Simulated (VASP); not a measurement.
**Ir: single point with PBE**

Crystal: Ir.

```
Ir
1.0
     0.00000    1.90894    2.11606
     1.90894    0.00000    2.11606
     1.90894    1.90894    0.00000
Ir
1
Direct
  0.00000 0.00000 0.00000
```

| Property | Result |
| --- | --- |
| Program | VASP 6.6.1 |
| Task | single point |
| Functional | PBE |
| Potentials or basis | VASP PAW PBE potentials, release 64 (Ir) |
| Cutoff | 520 eV |
| k mesh | 22 × 22 × 22 |
| Occupations | gaussian, width 0.15 eV |
| Spin | no spin polarisation |
| Dipole correction | no |
| Further INCAR settings | ALGO = Fast; EDIFF = 1e-06; NBANDS = 10 |

```yaml
Pressure: -15.6 GPa
Band_gap_on_the_k_mesh: zero (an odd number of electrons rules out a gap without spin polarisation)
```

Stress tensor (GPa, compression positive):
```
 -5.67   0.00   0.00
  0.00  -5.67   0.00
  0.00   0.00 -35.58
```

Levels at points of the mesh, in eV from the Fermi level:
| k point | band 2 | band 3 | band 4 | band 5 | band 6 | band 7 |
| --- | --- | --- | --- | --- | --- | --- |
| (0.00, 0.00, 0.00) | -4.16 | -2.87 | -2.87 | -1.90 | -0.25 | 14.68 |
| (0.50, 0.00, 0.00) | -4.03 | -2.81 | -0.45 | 0.52 | 1.04 | 6.58 |
| (0.50, 0.50, 0.00) | -6.39 | 0.53 | 0.91 | 1.20 | 1.20 | 7.73 |
| (0.50, 0.00, 0.50) | -6.34 | 0.58 | 0.64 | 1.95 | 2.48 | 10.39 |

Wall time 46 s on 1 thread of Intel(R) Xeon(R) 6975P-C (Granite Rapids) (shared host), peak memory 0.25 GiB.

Caveat: the cell stands under tension; spin-orbit coupling is left out, which moves the levels of the heavy elements.
